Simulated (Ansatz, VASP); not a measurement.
SrCl2: VASP beside Ansatz

```xyz
3
Lattice="0.0000 3.5435 3.5435 3.5435 0.0000 3.5435 3.5435 3.5435 0.0000" Properties=species:S:1:pos:R:3 pbc="T T T"
Sr    0.0000    0.0000    0.0000
Cl    1.7718    1.7718    1.7718
Cl    5.3153    5.3153    5.3153
```

Alike in both runs: task relaxation of the atoms; functional r2SCAN; k mesh 8 × 8 × 8; occupations fermi-dirac, width 0.02 eV; no spin polarisation.

```csv
,VASP,Ansatz
version,VASP 6.6.1,Ansatz 0.2.0
potentials or method,"VASP PAW PBE potentials, release 64 (Sr_sv, Cl), cutoff 520 eV",PAW plane waves
valence electrons in the cell,24,24
```

|  | VASP | Ansatz | Ansatz less VASP |
| --- | --- | --- | --- |
| gap on the k mesh at the Fermi level, each at its own relaxed structure (eV) | 5.79 | 5.79 | -0.001 |

VASP's potentials were made for PBE, not for r2SCAN. Ansatz's warnings: stress scf threshold loose.

Noted on VASP's run: the relaxation stopped at its first step, so nothing moved.
